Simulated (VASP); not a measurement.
# MoS2 (R3m) in VASP: notebook, part 2 of 2

VASP 6.6.1. The steps go on from the part before.

## Step 3: Single point, PBE+D3(BJ)

This run uses another cell than the first one, of 17.21 Å³/atom.

INCAR reads:

```
SYSTEM = MoS2
ALGO = Normal ; EDIFF = 1E-6
ENCUT = 520 ; GGA = PE
ISIF = 2 ; ISMEAR = -1
IVDW = 12 ; LASPH = .TRUE.
LCHARG = .FALSE. ; LREAL = .FALSE.
LWAVE = .FALSE. ; NBANDS = 20
NELM = 100 ; PREC = Accurate
SIGMA = 0.02
```

KPOINTS reads:

```
k-points
0
G
  8 8 8
  0 0 0
```

POSCAR reads:

```
MoS2
1.0
    1.5765789443      0.9102382779      5.9966488436
   -1.5765789443      0.9102382779      5.9966488436
    0.0000000000     -1.8204765558      5.9966488436
Mo S
1 2
Direct
    0.9997504584      0.9997504584      0.9997504584
    0.4200368433      0.4200368433      0.4200368433
    0.2462136984      0.2462136984      0.2462136984
```

Potentials or basis: VASP PAW PBE potentials, release 64 (Mo_sv, S).

Started as:

```
$ cat potpaw_PBE.64/Mo_sv/POTCAR potpaw_PBE.64/S/POTCAR > POTCAR
$ mpirun -np 1 vasp_std > vasp.out
```

OUTCAR:

```text
SYSTEM = MoS2
   EDIFF = 1E-6
   ENCUT = 520
   GGA = PE
   ISIF = 2
   ISMEAR = -1
   IVDW = 12
   LASPH = .TRUE.
   LREAL = .FALSE.
   NELM = 100
   PREC = Accurate
 IVDW          = 12

 ion  position               nearest neighbor table
   1  1.000  1.000  1.000-   3 2.40   3 2.40   3 2.40   2 2.40   2 2.40   2 2.40
   2  0.420  0.420  0.420-   1 2.40   1 2.40   1 2.40
   3  0.246  0.246  0.246-   1 2.40   1 2.40   1 2.40

  LATTYP: Found a trigonal (rhomboedric) cell.
 ALAT       =     6.2668917530
[... 745 lines left out ...]

 Edisp (eV)   -1.32061

 E8    (eV) :    -0.5326

  FORCE on cell =-STRESS in cart. coord.  units (eV):
  Direction    XX          YY          ZZ          XY          YZ          ZX
  --------------------------------------------------------------------------------------
  -------------------------------------------------------------------------------------
  Total      -0.03500    -0.03500    -0.05407     0.00000     0.00000    -0.00000
  in kB      -1.08597    -1.08597    -1.67786     0.00000     0.00000    -0.00000
  external pressure =       -1.28 kB  Pullay stress =        0.00 kB

 VOLUME and BASIS-vectors are now :
 -----------------------------------------------------------------------------
  energy-cutoff  :      520.00
  volume of cell :       51.63
      direct lattice vectors                 reciprocal lattice vectors
     1.576578944  0.910238278  5.996648844     0.317142381  0.183102239  0.055586602
    -1.576578944  0.910238278  5.996648844    -0.317142381  0.183102239  0.055586602
     0.000000000 -1.820476556  5.996648844     0.000000000 -0.366204478  0.055586602

 POSITION                                       TOTAL-FORCE (eV/Angst)
 -----------------------------------------------------------------------------------
      0.00000      0.00000     17.98546         0.000000     -0.000000     -0.000074
      0.00000      0.00000      7.55644         0.000000     -0.000000     -0.013784
      0.00000      0.00000      4.42937         0.000000      0.000000      0.013858
 -----------------------------------------------------------------------------------
    total drift:                               -0.000000      0.000000      0.000076

  FREE ENERGIE OF THE ION-ELECTRON SYSTEM (eV)
  ---------------------------------------------------
  free  energy   TOTEN  =       -23.0864390530 eV

  energy  without entropy=      -23.0864390530  energy(sigma->0) =      -23.08643905
```

OSZICAR:

```text
N       E                     dE             d eps       ncg     rms          rms(c)
DAV:   1     0.183118819718E+03    0.18312E+03   -0.13502E+04  2600   0.124E+03
DAV:   2    -0.159558814328E+02   -0.19907E+03   -0.19363E+03  3160   0.320E+02
DAV:   3    -0.231265780608E+02   -0.71707E+01   -0.71081E+01  3240   0.568E+01
DAV:   4    -0.232036393050E+02   -0.77061E-01   -0.77023E-01  3204   0.627E+00
DAV:   5    -0.232047299960E+02   -0.10907E-02   -0.10907E-02  3216   0.726E-01    0.246E+01
DAV:   6    -0.221483171840E+02    0.10564E+01   -0.10331E+01  2728   0.195E+01    0.907E+00
DAV:   7    -0.218698860855E+02    0.27843E+00   -0.38576E+00  2652   0.113E+01    0.600E+00
DAV:   8    -0.217655808484E+02    0.10431E+00   -0.53768E-01  2940   0.450E+00    0.186E+00
DAV:   9    -0.217670754141E+02   -0.14946E-02   -0.21820E-02  3020   0.932E-01    0.646E-01
DAV:  10    -0.217658166200E+02    0.12588E-02   -0.89022E-03  2908   0.630E-01    0.137E-01
DAV:  11    -0.217658336554E+02   -0.17035E-04   -0.40431E-04  3036   0.140E-01    0.466E-02
DAV:  12    -0.217658145433E+02    0.19112E-04   -0.10301E-04  2964   0.662E-02    0.382E-02
DAV:  13    -0.217658303715E+02   -0.15828E-04   -0.22887E-05  2768   0.291E-02    0.901E-03
DAV:  14    -0.217658304348E+02   -0.63236E-07   -0.14157E-06  2428   0.720E-03
   1 F= -.23086439E+02 E0= -.23086439E+02  d E =-.110954E-10
```

It took 3.6 min on 1 thread of Intel Xeon Platinum 8375C at 2.90GHz (Ice Lake), shared host; peak memory 0.35 GiB.

Results:

- Free energy: -23.0864 eV
- Pressure: -0.1 GPa
- Largest force: 0.014 eV/Å
- Band gap on the k mesh: 0.90 eV (least direct gap 2.06 eV)
- Dispersion energy per atom: -0.440 eV

Forces on the atoms (eV/Å):
```
Mo   0.000  0.000  0.000
S    0.000  0.000 -0.014
S    0.000  0.000  0.014
```

Levels at points of the mesh, in eV from the valence-band top:
| k point | band 11 | band 12 | band 13 | band 14 | band 15 | band 16 |
| --- | --- | --- | --- | --- | --- | --- |
| (0.00, 0.00, 0.00) | -2.29 | -1.34 | -1.09 | 1.95 | 1.95 | 2.37 |
| (0.50, 0.00, 0.00) | -2.42 | -1.60 | -1.56 | 1.60 | 1.96 | 3.28 |
| (0.50, 0.50, 0.00) | -3.11 | -1.88 | -1.37 | 1.54 | 2.12 | 2.93 |
| (0.50, 0.50, 0.50) | -2.24 | -2.24 | 0.00 | 2.09 | 2.09 | 2.18 |

A k mesh can miss the band edges.
